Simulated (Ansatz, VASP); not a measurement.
# C: VASP beside Ansatz

File INCAR:

```
SYSTEM = C
PREC = Accurate ; ENCUT = 600
EDIFF = 1E-6 ; ISMEAR = 0
SIGMA = 0.1 ; LREAL = .False.
LASPH = .True. ; NELM = 60
ALGO = Normal ; ISIF = 3
LWAVE = .False. ; LCHARG = .False.
GGA = PE ; IBRION = 2
NSW = 80 ; EDIFFG = -0.025
```

The input KPOINTS:

```
regular mesh
0
Gamma
  4 4 4
  0 0 0
```

Contents of POSCAR:

```
C
1.0
    2.4143302966      2.4874061925     -2.4126534479
   -2.3982054973      2.4363405712      2.3779854590
    2.4500975556     -2.4712813932      2.4641403104
C
8
Direct
    0.5079141909      0.5955686484      0.4243206721
    0.3459135967      0.1570756506      0.1799198799
    0.6717960798      0.8582467713      0.8368494934
    0.5467730539      0.8932369883      0.1203327219
   -0.0301172147      0.1738651862      0.8417534433
    0.1743837717      0.5813156172      0.0500517458
    0.8141206800      0.9232603032      0.4132252233
    0.9692158416      0.8174308348      0.1335468204
```

Input for Ansatz:

```yaml
crystal:
  lattice:
    - [2.4143302966, 2.4874061925, -2.4126534479]
    - [-2.3982054973, 2.4363405712, 2.377985459]
    - [2.4500975556, -2.4712813932, 2.4641403104]
  atoms:
    - { symbol: C, position: [0.5079141909, 0.5955686484, 0.4243206721] }
    - { symbol: C, position: [0.3459135967, 0.1570756506, 0.1799198799] }
    - { symbol: C, position: [0.6717960798, 0.8582467713, 0.8368494934] }
    - { symbol: C, position: [0.5467730539, 0.8932369883, 0.1203327219] }
    - { symbol: C, position: [-0.0301172147, 0.1738651862, 0.8417534433] }
    - { symbol: C, position: [0.1743837717, 0.5813156172, 0.0500517458] }
    - { symbol: C, position: [0.81412068, 0.9232603032, 0.4132252233] }
    - { symbol: C, position: [0.9692158416, 0.8174308348, 0.1335468204] }
basis:
  ecutwfc: 420
kpoints:
  mp_grid: { grid: [4, 4, 4] }
hamiltonian:
  xc: pbe
scf:
  occupations: { method: gaussian, width: 0.1 }
  lower_state_search: "off"
output:
  forces: true
  stress: true
  eigenvalues: true
relax:
  adjacent_minimum: "off"
  f_tol: 0.025
  max_steps: 60
  cell: { stress_tol: 0.25 }
```

Change from the starting cell: cell x1, atoms moved at random (sigma 0.15 Å) and cell strained at random (1.5 %), then relaxed without symmetry.

Alike in both runs: task relaxation of cell and atoms; functional PBE; k mesh 4 × 4 × 4; occupations gaussian, width 0.1 eV; no spin polarisation.

|  | VASP | Ansatz |
| --- | --- | --- |
| version | VASP 6.6.1 | Ansatz 0.2.0 |
| potentials or method | VASP PAW PBE potentials, release 64 (C), cutoff 600 eV | scalar-relativistic, plane waves, PAW |
| valence electrons in the cell | 32 | 32 |

|  | VASP | Ansatz | Ansatz less VASP |
| --- | --- | --- | --- |
| gap on the k mesh at the Fermi level, each at its own relaxed structure (eV) | 3.26 | 3.28 | +0.018 |
| relaxed volume (Å³/atom) | 7.58 | 7.58 | 0.000 |
| relaxed cell length with the largest relative difference (Å) | 4.286 | 4.286 | +0.0002 |

The k mesh is coarse, so the values compare programs but aren't converged.
